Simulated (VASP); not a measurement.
# KF (Fm-3m) in VASP: a series of runs

The runs below take KF through single point, with PBE.

Program: VASP 6.6.1. These are calculated values, not measurements. Logs are shortened: lines on timing, memory, paths and dates and some standing lists are left out, and cuts for length are marked.

## (1) The cell of the first run

It takes space group Fm-3m (No. 225, cubic). The conventional cell has a = 5.271 Å, b = 5.271 Å, c = 5.271 Å, α = 90.00°, β = 90.00°, γ = 90.00°. K (site symmetry m-3m) has 6 F at 2.64 Å within 3.5 Å. Within 3.5 Å of F (site symmetry m-3m) lie 6 K at 2.64 Å.

## (2) Single point, PBE

INCAR

```
PREC     = Accurate       # precision mode
ENCUT    = 600            # plane-wave cutoff, eV
EDIFF    = 1E-6           # SCF threshold, eV
ISMEAR   = 0              # smearing method
SIGMA    = 0.01           # smearing width, eV
LREAL    = False          # projectors in reciprocal space
LASPH    = True           # aspherical terms in the spheres
NELM     = 120            # most SCF steps
ALGO     = Normal         # electronic algorithm
ISIF     = 2              # what is computed and relaxed
LWAVE    = False          # write WAVECAR
LCHARG   = True           # write CHGCAR
GGA      = PE             # functional
LELF     = True           # ELF
LVHAR    = True         
NBANDS   = 15             # bands
GGA_COMPAT= False
```

KPOINTS

```
regular mesh
0
Gamma
  6 6 6
```

POSCAR

```
KF
1.0
    0.0000000000      2.6357394923      2.6357394923
    2.6357394923      0.0000000000      2.6357394923
    2.6357394923      2.6357394923      0.0000000000
K F
1 1
Direct
    0.0000000000      0.0000000000      0.0000000000
    0.5000000000      0.5000000000      0.5000000000
```

Potentials or basis: VASP PAW PBE potentials, release 64 (K_sv, F).

The run is started by

```bash
> cat potpaw_PBE.64/K_sv/POTCAR potpaw_PBE.64/F/POTCAR > POTCAR
> mpirun -np 1 vasp_std > vasp.out
```

OUTCAR:

```text
PREC = Accurate
   ENCUT = 600
   EDIFF = 1E-6
   ISMEAR = 0
   LREAL = False
   LASPH = True
   NELM = 120
   ISIF = 2
   GGA = PE

 ion  position               nearest neighbor table
   1  0.000  0.000  0.000-   2 2.64   2 2.64   2 2.64   2 2.64   2 2.64   2 2.64
   2  0.500  0.500  0.500-   1 2.64   1 2.64   1 2.64   1 2.64   1 2.64   1 2.64

  LATTYP: Found a face centered cubic cell.
 ALAT       =     5.2714789846

  Lattice vectors:

 A1 = (   0.0000000000,   2.6357394923,   2.6357394923)
 A2 = (   2.6357394923,   0.0000000000,   2.6357394923)
 A3 = (   2.6357394923,   2.6357394923,   0.0000000000)

Analysis of symmetry for initial positions (statically):
=====================================================================
 Subroutine PRICEL returns:
 Original cell was already a primitive cell.

 Routine SETGRP: Setting up the symmetry group for a
 face centered cubic supercell.

 Subroutine GETGRP returns: Found 48 space group operations
 (whereof 48 operations were pure point group operations)
 out of a pool of 48 trial point group operations.

The static configuration has the point symmetry O_h .

Analysis of symmetry for dynamics (positions and initial velocities):
=====================================================================
 Subroutine PRICEL returns:
 Original cell was already a primitive cell.

 Routine SETGRP: Setting up the symmetry group for a
 face centered cubic supercell.

 Subroutine GETGRP returns: Found 48 space group operations
 (whereof 48 operations were pure point group operations)
 out of a pool of 48 trial point group operations.

The dynamic configuration has the point symmetry O_h .

 Subroutine INISYM returns: Found 48 space group operations
 (whereof 48 operations are pure point group operations),
 and found     1 'primitive' translations

----------------------------------------------------------------------------------------

                                     Primitive cell

  volume of cell :      36.6216

  direct lattice vectors                    reciprocal lattice vectors
     0.000000000  2.635739492  2.635739492    -0.189700083  0.189700083  0.189700083
     2.635739492  0.000000000  2.635739492     0.189700083 -0.189700083  0.189700083
     2.635739492  2.635739492  0.000000000     0.189700083  0.189700083 -0.189700083

  length of vectors
     3.727498537  3.727498537  3.727498537     0.328570182  0.328570182  0.328570182

  position of ions in fractional coordinates (direct lattice)
     0.000000000  0.000000000  0.000000000
     0.500000000  0.500000000  0.500000000

  ion indices of the primitive-cell ions
[... 79 lines left out ...]
   EMIN   =  10.00;   EMAX   =-10.00  energy-range for DOS
   EFERMI =   0.00;   METHOD = LEGACY
   ISMEAR =     0;   SIGMA  =   0.01  broadening in eV -4-tet -1-fermi 0-gaus
   EFERMI_NEDOS =   21; number of points for ismear=-14 and -15
   IALGO  =     38    algorithm
   IMIX   =      4    mixing-type and parameters
     AMIX     =   0.40;   BMIX     =  1.00
     AMIX_MAG =   1.60;   BMIX_MAG =  1.00
  volume/ion in A,a.u.               =      18.31       123.57
  Fermi-wavevector in a.u.,A,eV,Ry     =   1.242231  2.347476 20.995663  1.543138
  Thomas-Fermi vector in A             =   2.376594
   LORBIT       =      0    0 simple, 1 ext, 2 COOP (PROOUT), +10 PAW based schemes
   GGA     = PE    functional components
   LHFCALC =     F    Hartree Fock is set to
   AEXX    =    0.0000 exact exchange contribution
   IVDW    =     0    specifies the selected vdW correction
   LEPSILON=     F    determine dielectric tensor
   LRPA    =     F    only Hartree local field effects (RPA)
 non-spin polarized calculation
 Gauss-broadening in eV      SIGMA  =   0.01
  energy-cutoff  :      600.00
  volume of cell :       36.62
 maximum number of plane-waves:      1243
 NGX is ok and might be reduce to    30
   NGX = 15   NGY = 15   NGZ = 15

 number of electron      16.0000008 magnetization

 Free energy of the ion-electron system (eV)
  ---------------------------------------------------
  ext. energy  EPLUGINS =         0.00000000
  ---------------------------------------------------
  free energy    TOTEN  =        -8.26900263 eV

  energy without entropy =       -8.26900263  energy(sigma->0) =       -8.26900263

 E-fermi :  -2.5552     XC(G=0):  -8.5907

 val. band max:       -2.6932647015   @ k =   0.0000   0.0000   0.0000
 cond. band min:       3.6933126527   @ k =   0.0000   0.0000   0.0000
 fundamental gap:      6.3865773542
 Fermi energy:        -2.5552404491

 k-point     1 :       0.0000    0.0000    0.0000
  band No.  band energies     occupation
      1     -28.7190      2.00000
      2     -21.3722      2.00000
      3     -11.9375      2.00000
      4     -11.9375      2.00000
      5     -11.9375      2.00000
      6      -2.6933      2.00000
      7      -2.6933      2.00000
      8      -2.6933      2.00000
      9       3.6933      0.00000
     10       8.1001      0.00000
     11       8.1001      0.00000
     12       8.1001      0.00000
     13       9.8275      0.00000
     14       9.8275      0.00000
[... 257 lines left out ...]
      2     -21.4213      2.00000
      3     -12.4747      2.00000
      4     -12.2776      2.00000
      5     -12.0676      2.00000
      6      -3.0335      2.00000
      7      -2.8703      2.00000
      8      -2.8022      2.00000
      9       6.3339      0.00000
     10       8.1381      0.00000
     11       8.4863      0.00000
     12      11.0998      0.00000
     13      11.7995      0.00000
     14      12.8056      0.00000
     15      12.9968      0.00000

------------------------ aborting loop because EDIFF is reached ----------------------------------------

  FORCE on cell =-STRESS in cart. coord.  units (eV):
  Direction    XX          YY          ZZ          XY          YZ          ZX
  --------------------------------------------------------------------------------------
  -------------------------------------------------------------------------------------
  Total        0.6896698      0.6896698      0.6896698      0.0000000      0.0000000     -0.0000000
  in kB       30.1727109     30.1727109     30.1727109      0.0000000      0.0000000     -0.0000000
  external PRESSURE =      30.1727109 kB  Pullay stress =       0.0000000 kB

 VOLUME and BASIS-vectors are now :
 -----------------------------------------------------------------------------
  energy-cutoff  :      600.00
  volume of cell :       36.62
      direct lattice vectors                 reciprocal lattice vectors
     0.000000000  2.635739492  2.635739492    -0.189700083  0.189700083  0.189700083
     2.635739492  0.000000000  2.635739492     0.189700083 -0.189700083  0.189700083
     2.635739492  2.635739492  0.000000000     0.189700083  0.189700083 -0.189700083

 POSITION                                       TOTAL-FORCE (eV/Angst)
 -----------------------------------------------------------------------------------
      0.00000      0.00000      0.00000         0.000000     -0.000000      0.000000
      2.63574      2.63574      2.63574        -0.000000      0.000000     -0.000000
 -----------------------------------------------------------------------------------
    total drift:                                0.000000      0.000000      0.000000

  FREE ENERGIE OF THE ION-ELECTRON SYSTEM (eV)
  ---------------------------------------------------
  free  energy   TOTEN  =        -8.2690026287 eV

  energy  without entropy=       -8.2690026287  energy(sigma->0) =       -8.26900263
```

stdout:

```text
POSCAR found type information on POSCAR K F
 POSCAR found :  2 types and       2 ions
 scaLAPACK will be used
 LDA part: xc-table for (Slater+PW92), standard interpolation
 POSCAR, INCAR and KPOINTS ok, starting setup
 FFT: planning ... GRIDC
 FFT: planning ... GRID_SOFT
 FFT: planning ... GRID
 WAVECAR not read
 entering main loop
```

Wall time 14 s (1 thread of Intel Xeon Platinum 8259CL at 2.50GHz (Skylake/Cascade Lake), shared host); peak memory 0.16 GiB.

Results:

| Property | Result |
| --- | --- |
| Free energy | -8.2690 eV |
| Pressure | 3.0 GPa |
| Band gap on the k mesh | 6.39 eV |

Caveat: the cell stands under pressure.

## (3) Single point, PBE

This run uses another cell than the first one, of 18.69 Å³/atom.

INCAR

```
PREC     = Accurate       # precision mode
ENCUT    = 600            # plane-wave cutoff, eV
EDIFF    = 1E-6           # SCF threshold, eV
ISMEAR   = 0              # smearing method
SIGMA    = 0.01           # smearing width, eV
LREAL    = F              # projectors in reciprocal space
LASPH    = T              # aspherical terms in the spheres
NELM     = 120            # most SCF steps
ALGO     = Normal         # electronic algorithm
ISIF     = 2              # what is computed and relaxed
LWAVE    = F              # write WAVECAR
LCHARG   = F              # write CHGCAR
GGA      = PE             # functional
NBANDS   = 15             # bands
GGA_COMPAT= F
```

KPOINTS

```
Automatic mesh
0
Gamma
  6 6 6
```

POSCAR

```
KF
1.0
    0.0000000000      2.6539175805      2.6539175805
    2.6539175805      0.0000000000      2.6539175805
    2.6539175805      2.6539175805      0.0000000000
K F
1 1
Direct
    0.0000000000      0.0000000000      0.0000000000
    0.5000000000      0.5000000000      0.5000000000
```

Potentials or basis: VASP PAW PBE potentials, release 64 (K_sv, F).

The run is started by

```bash
> cat potpaw_PBE.64/K_sv/POTCAR potpaw_PBE.64/F/POTCAR > POTCAR
> mpirun -np 1 vasp_std > vasp.out
```

Run time: 12 s. Hardware: 1 thread of Intel Xeon Platinum 8259CL at 2.50GHz (Skylake/Cascade Lake), shared host; peak memory 0.17 GiB.

It converged, with:

```
Free energy            : -8.2824 eV
Pressure               : 2.2 GPa
Band gap on the k mesh : 6.27 eV
```

Levels at points of the mesh, in eV from the valence-band top:
```
           k point  band 6  band 7  band 8  band 9  band 10  band 11
(0.00, 0.00, 0.00)    0.00    0.00    0.00    6.27    10.74    10.74
(0.50, 0.00, 0.00)   -0.81   -0.36   -0.36    9.15    10.76    12.17
(0.50, 0.50, 0.00)   -0.20   -0.05   -0.05    8.22    10.42    11.98
```

A hybrid or GW would open this gap; PBE tends to underestimate it.

## (4) Single point, PBE

This run uses another cell than the first one, of 19.46 Å³/atom.

INCAR

```
SYSTEM = KF
PREC     = Accurate       ! precision mode
ENCUT    = 600            ! plane-wave cutoff, eV
EDIFF    = 1E-6           ! SCF threshold, eV
ISMEAR   = 0              ! smearing method
SIGMA    = 0.01           ! smearing width, eV
LREAL    = .FALSE.        ! projectors in reciprocal space
LASPH    = .TRUE.         ! aspherical terms in the spheres
NELM     = 120            ! most SCF steps
ALGO     = Normal         ! electronic algorithm
ISIF     = 2              ! what is computed and relaxed
LWAVE    = .FALSE.        ! write WAVECAR
LCHARG   = .FALSE.        ! write CHGCAR
GGA      = PE             ! functional
NBANDS   = 15             ! bands
GGA_COMPAT= .FALSE.
```

KPOINTS

```
regular mesh
0
G
  6 6 6
  0 0 0
```

POSCAR

```
KF
1.0
    0.0000000000      2.6895448865      2.6895448865
    2.6895448865      0.0000000000      2.6895448865
    2.6895448865      2.6895448865      0.0000000000
K F
1 1
Direct
    0.0000000000      0.0000000000      0.0000000000
    0.5000000000      0.5000000000      0.5000000000
```

The run is started by

```bash
> cat potpaw_PBE.64/K_sv/POTCAR potpaw_PBE.64/F/POTCAR > POTCAR
> mpirun -np 1 vasp_std > vasp.out
```

Run time: 12 s. Hardware: 1 thread of Intel Xeon Platinum 8259CL at 2.50GHz (Skylake/Cascade Lake), shared host; peak memory 0.16 GiB.

It converged, with:

```
Free energy            : -8.2980 eV
Pressure               : 0.7 GPa
Band gap on the k mesh : 6.06 eV
```

Levels at points of the mesh, in eV from the valence-band top:
| k point | band 4 | band 5 | band 6 | band 7 | band 8 | band 9 | band 10 | band 11 | band 12 | band 13 |
| --- | --- | --- | --- | --- | --- | --- | --- | --- | --- | --- |
| (0.00, 0.00, 0.00) | -9.46 | -9.46 | 0.00 | 0.00 | 0.00 | 6.06 | 10.63 | 10.63 | 10.63 | 12.27 |
| (0.50, 0.00, 0.00) | -9.49 | -9.49 | -0.77 | -0.33 | -0.33 | 8.99 | 10.46 | 11.98 | 11.98 | 14.17 |
| (0.50, 0.50, 0.00) | -9.65 | -9.65 | -0.22 | -0.06 | -0.06 | 8.18 | 10.20 | 11.65 | 13.51 | 14.11 |

(Part 1 of 2 ends here.)
